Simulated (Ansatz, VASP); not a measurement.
**AlGaN2 in VASP and in Ansatz**

File INCAR:

```
ALGO     = Normal         # electronic algorithm
EDIFF    = 1E-6           # SCF threshold, eV
ENCUT    = 520            # plane-wave cutoff, eV
GGA      = CA             # functional
ISIF     = 2              # what is computed and relaxed
ISMEAR   = 0              # smearing method
LASPH    = T              # aspherical terms in the spheres
LCHARG   = F              # write CHGCAR
LREAL    = F              # projectors in reciprocal space
LWAVE    = F              # write WAVECAR
NBANDS   = 21             # bands
NELM     = 60             # most SCF steps
PREC     = Accurate       # precision mode
SIGMA    = 0.02           # smearing width, eV
```

Contents of KPOINTS:

```
k-points
0
Gamma
  8 8 6
```

Contents of POSCAR:

```
AlGaN2
1.0
    3.1152864669      0.0000000000      0.0000000000
    0.0000000000      3.1152864669      0.0000000000
    0.0000000000      0.0000000000      4.5597034088
Al Ga N
1 1 2
Direct
    0.5000000000      0.5000000000      0.5000000000
    0.0000000000      0.0000000000      0.0000000000
    0.5000000000      0.0000000000      0.7406794249
    0.0000000000      0.5000000000      0.2593205751
```

Input for Ansatz:

```yaml
crystal:
  lattice:
    - [3.1152864669, 0.0, 0.0]
    - [0.0, 3.1152864669, 0.0]
    - [0.0, 0.0, 4.5597034088]
  atoms:
    - { symbol: Al, position: [0.5, 0.5, 0.5] }
    - { symbol: Ga, position: [0.0, 0.0, 0.0] }
    - { symbol: "N", position: [0.5, 0.0, 0.7406794249] }
    - { symbol: "N", position: [0.0, 0.5, 0.2593205751] }
basis:
  ecutwfc: 420
kpoints:
  mp_grid: { grid: [8, 8, 6] }
  band_path: { path: [VBM, CBM], npoints: 2 }
hamiltonian:
  xc: lda
scf:
  occupations: { method: gaussian, width: 0.02 }
output:
  forces: true
  stress: true
  eigenvalues: true
checkpoint:
  read: start.run
  write: ck
  compress: false
  write_wavefunctions: false
  write_every: 100000
```

Alike in both runs: task single point; functional LDA; k mesh 8 × 8 × 6; occupations gaussian, width 0.02 eV; no spin polarisation.

```csv
,VASP,Ansatz
version,VASP 6.6.1,Ansatz 0.2.0
potentials or method,"VASP PAW LDA potentials, release 64 (Al, Ga_d, N), cutoff 520 eV","scalar-relativistic, plane waves, PAW"
valence electrons in the cell,26,26
```

```csv
,VASP,Ansatz,Ansatz less VASP
gap on the k mesh at the Fermi level (eV),2.71,2.70,-0.011
least direct gap on the mesh (eV),2.71,2.70,-0.011
pressure (GPa),-6.8,-7.5,-0.74
"traceless stress, the component that is largest in VASP (GPa)",-3.74,-3.78,-0.041
rms of the force components (eV/Å),0.012,0.000,-0.0124
```

LDA's correlation is that of Perdew and Zunger in VASP and of Perdew and Wang (1992) in Ansatz. Atom by atom the forces differ by 0.012 eV/Å (rms over components).
